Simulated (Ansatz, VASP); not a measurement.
## CSO: VASP beside Ansatz

```
O C S
1.0
    10.30902    0.00000    0.00000
     0.00000   10.30902    0.00000
     0.00000    0.00000   10.30902
O C S
12 12 12
Cartesian
  4.3637 1.4376 7.6366
  9.9186 -0.0236 10.7404
  9.7999 4.9344 4.0968
  0.5523 2.6745 1.7730
  6.9788 9.2749 5.0823
  4.9877 6.8975 1.5200
  3.2145 4.1171 5.7299
  7.0684 4.4093 7.1247
  2.4861 5.0838 2.7997
  7.3590 2.1894 -0.4807
  2.9467 8.5183 4.5230
  0.5455 7.9919 8.6966
  4.1208 1.4823 8.7696
  10.1901 0.5280 9.7567
  9.5790 3.8828 4.5300
  1.3267 2.1041 2.4203
  7.0191 8.8563 6.1613
  5.6586 7.8387 1.4224
  2.3916 4.4377 6.4774
  6.2187 4.6686 7.8689
  1.9769 5.9479 2.2180
  7.1536 2.5629 0.5993
  1.8167 8.5159 4.7836
  1.6636 8.1731 8.4516
  3.7901 1.5402 10.2915
  10.5578 1.2770 8.4415
  9.2821 2.4685 5.1080
  2.3678 1.3354 3.2827
  7.0853 8.2941 7.6142
  6.5677 9.0981 1.2944
  1.2802 4.8677 7.4851
  5.0825 5.0301 8.8768
  1.2831 7.1074 1.4411
  6.8746 3.0564 2.0490
  0.2997 8.5056 5.1316
  3.1670 8.4074 8.1270
```

Alike in both runs: functional r2SCAN; dispersion D3(BJ); k mesh 1 × 1 × 1; occupations fermi-dirac, width 0.02 eV; no spin polarisation.

Ansatz relaxed the structure, and its values are those at the end. VASP's run is a single point on that final structure, the one shown.

```csv
,VASP,Ansatz
version,VASP 6.6.1,Ansatz 0.2.0
potentials or method,"VASP PAW PBE potentials, release 64 (O, C, S), cutoff 520 eV","scalar-relativistic, plane waves, PAW"
valence electrons in the cell,192,192
```

```tsv
	VASP	Ansatz	Ansatz less VASP
rms of the force components (eV/Å)	0.453	0.037	-0.4151
```

VASP's potentials were made for PBE, not for r2SCAN. One of these differences is far larger than is usual between the two programs; its cause wasn't traced. Ansatz's warnings: dispersion damping borrowed.

Noted on VASP's run: the standard files for N, O and F lose accuracy on very short bonds.
